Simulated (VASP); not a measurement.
A run of VASP 6.6.1:

File INCAR:

```
PREC     = Accurate       # precision mode
ENCUT    = 520            # plane-wave cutoff, eV
EDIFF    = 1E-6           # SCF threshold, eV
ISMEAR   = 1              # smearing method
SIGMA    = 0.1129         # smearing width, eV
LREAL    = False          # projectors in reciprocal space
LASPH    = True           # aspherical terms in the spheres
NELM     = 60             # most SCF steps
ALGO     = Normal         # electronic algorithm
ISIF     = 2              # what is computed and relaxed
LWAVE    = False          # write WAVECAR
LCHARG   = False          # write CHGCAR
NBANDS   = 28             # bands
```

Contents of KPOINTS:

```
Automatic mesh
0
Gamma
  5 5 5
```

POSCAR

```
Ca2As2Pt
1.0
    0.0000000000      4.4551220000      0.0000000000
    4.4551220000      0.0000000000      0.0000000000
    2.2275610000      2.2275610000     -5.2596090000
Pt Ca As
1 2 2
Direct
    0.0000000000      0.0000000000      0.0000000000
    0.7500000000      0.2500000000      0.5000000000
    0.2500000000      0.7500000000      0.5000000000
    0.3842000000      0.3842000000      0.2316000000
    0.6158000000      0.6158000000      0.7684000000
```

Potentials or basis: VASP PAW LDA potentials, release 64 (Pt, Ca_sv, As).

Run with:

```sh
$ cat potpaw_LDA.64/Pt/POTCAR potpaw_LDA.64/Ca_sv/POTCAR potpaw_LDA.64/As/POTCAR > POTCAR
$ mpirun -np 1 vasp_std > vasp.out
```

Hardware: 1 thread of AMD EPYC 7571 (shared host).

Q: Estimate the wall time of this run.

A: It took 3.2 min on 1 thread of AMD EPYC 7571 (shared host), peak memory 0.2 GiB. Counts: scf iterations 14, k points 18.
